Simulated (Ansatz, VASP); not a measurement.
## Be in VASP and in Ansatz

INCAR

```
PREC = Accurate
ENCUT = 520
EDIFF = 1E-6
ISMEAR = -1
SIGMA = 0.1
LREAL = F
LASPH = T
NELM = 60
ALGO = Normal
ISIF = 2
LWAVE = F
LCHARG = F
GGA = PE
NBANDS = 9
```

The input KPOINTS:

```
Automatic mesh
0
Gamma
  13 13 13
```

POSCAR

```
Be
1.0
    0.0000000000      2.4163627078      2.4163627078
    2.4163627078      0.0000000000      2.4163627078
    2.4163627078      2.4163627078      0.0000000000
Be
2
Direct
    0.1250000000      0.1250000000      0.1250000000
    0.8750000000      0.8750000000      0.8750000000
```

Input for Ansatz:

```yaml
crystal:
  lattice:
    - [0.0, 2.4163627078, 2.4163627078]
    - [2.4163627078, 0.0, 2.4163627078]
    - [2.4163627078, 2.4163627078, 0.0]
  atoms:
    - { symbol: Be, position: [0.125, 0.125, 0.125] }
    - { symbol: Be, position: [0.875, 0.875, 0.875] }
hamiltonian:
  xc: pbe
  pseudopotentials:
    kind: paw
    azcp:
      Be: "pseudopotentials/Be.paw.azcp"
basis:
  ecutwfc: 420
  fft_grid_basis: typed
kpoints:
  mp_grid: { grid: [13, 13, 13], shift: [0, 0, 0] }
magnetization:
  spin_polarized: false
scf:
  occupations: { method: fermi_dirac, width: 0.1 }
  lower_state_search: "off"
output:
  stress: true
  write_density: true
  write_potential: true
  elf: true
  volumetric_format: npy
```

Alike in both runs: task single point; functional PBE; k mesh 13 × 13 × 13; occupations fermi-dirac, width 0.1 eV; no spin polarisation.

```csv
,VASP,Ansatz
version,VASP 6.6.1,Ansatz 0.2.0
potentials or method,"VASP PAW PBE potentials, release 64 (Be), cutoff 520 eV","plane waves (420 eV) with PAW, scalar-relativistic"
valence electrons in the cell,4,4
```

|  | VASP | Ansatz | Ansatz less VASP |
| --- | --- | --- | --- |
| pressure (GPa) | 1.9 | 1.9 | -0.04 |

With one functional, cell and mesh, what is left measures potentials, basis and numerics.
